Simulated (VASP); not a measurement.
**AlFe3: relaxation of cell and atoms with LDA**

AlFe3:

```
Al Fe
1.0
     4.08304    0.00000    0.00000
     2.04152    3.53601    0.00000
     2.04152    1.17867    3.33378
Al Fe
1 3
Direct
  0.00000 0.00000 0.00000
  0.50000 0.50000 0.50000
  0.25000 0.25000 0.25000
  0.75000 0.75000 0.75000
```

```yaml
Program: VASP 6.6.1
Task: relaxation of cell and atoms
Functional: LDA
Potentials_or_basis: VASP PAW LDA potentials, release 64 (Al, Fe)
Cutoff: 600 eV
k_mesh: 7 × 7 × 7
Occupations: fermi-dirac, width 0.05 eV
Spin: collinear spin, ferromagnetic start
Starting_moments: "[0.0, 3.5, 3.5, 3.5] μB"
Dipole_correction: no
Further_INCAR_settings: ALGO = Normal; EDIFF = 1e-07; IBRION = 2; EDIFFG = -0.01; NSW = 80; ISIF = 3
```

The relaxed volume is 10.60 Å³/atom and the relaxed cell is a = 3.914 Å, b = 3.914 Å, c = 3.914 Å, α = 60.00°, β = 60.00°, γ = 60.00°. The space group after relaxing (to 0.1 Å) is Fm-3m (No. 225) and the energy gained by relaxing is 79.4 meV/atom. The ionic steps are 7, the pressure after relaxing is 0.0 GPa and the net moment is 3.16 μB per cell. The site moments are Al -0.01; Fe +2.07, +0.54 (each value once) μB and the valence electrons inside the program's atomic spheres are Al 0.91; Fe 7.43, 7.58 (each value once).

Step by step:
| step | energy change (eV) | largest force (eV/Å) | pressure (GPa) | volume (Å³) |
| --- | --- | --- | --- | --- |
| 1 | 0.0000 | 0.0000 | -17.23 | 48.13 |
| 2 | -0.1711 | 0.0000 | 18.38 | 39.67 |
| 3 | -0.3152 | 0.0000 | -2.04 | 42.76 |
| 4 | -0.3176 | 0.0000 | -0.23 | 42.42 |
| 5 | -0.3176 | 0.0000 | 0.38 | 42.31 |
| 6 | -0.3175 | 0.0000 | -0.41 | 42.46 |
| 7 | -0.3176 | 0.0000 | 0.01 | 42.38 |

Final structure:
```
Al Fe
1.0
     3.91355    0.00000    0.00000
     1.95677    3.38923    0.00000
     1.95677    1.12974    3.19540
Al Fe
1 3
Direct
  0.00000 0.00000 0.00000
  0.50000 0.50000 0.50000
  0.25000 0.25000 0.25000
  0.75000 0.75000 0.75000
```

Levels at points of the mesh, in eV from the Fermi level:
Spin up:
| k point | band 12 | band 13 | band 14 | band 15 | band 16 | band 17 | band 18 | band 19 |
| --- | --- | --- | --- | --- | --- | --- | --- | --- |
| (0.00, 0.00, 0.00) | -0.21 | -0.21 | -0.21 | 0.25 | 0.25 | 6.22 | 6.22 | 6.22 |
Spin down:
| k point | band 10 | band 11 | band 12 | band 13 | band 14 | band 15 |
| --- | --- | --- | --- | --- | --- | --- |
| (0.00, 0.00, 0.00) | 0.30 | 0.30 | 0.30 | 0.90 | 0.90 | 0.91 |

Run time: 5.2 min on 1 thread of Intel(R) Xeon(R) Platinum 8488C (Sapphire Rapids), with other jobs on the host, peak memory 0.21 GiB.
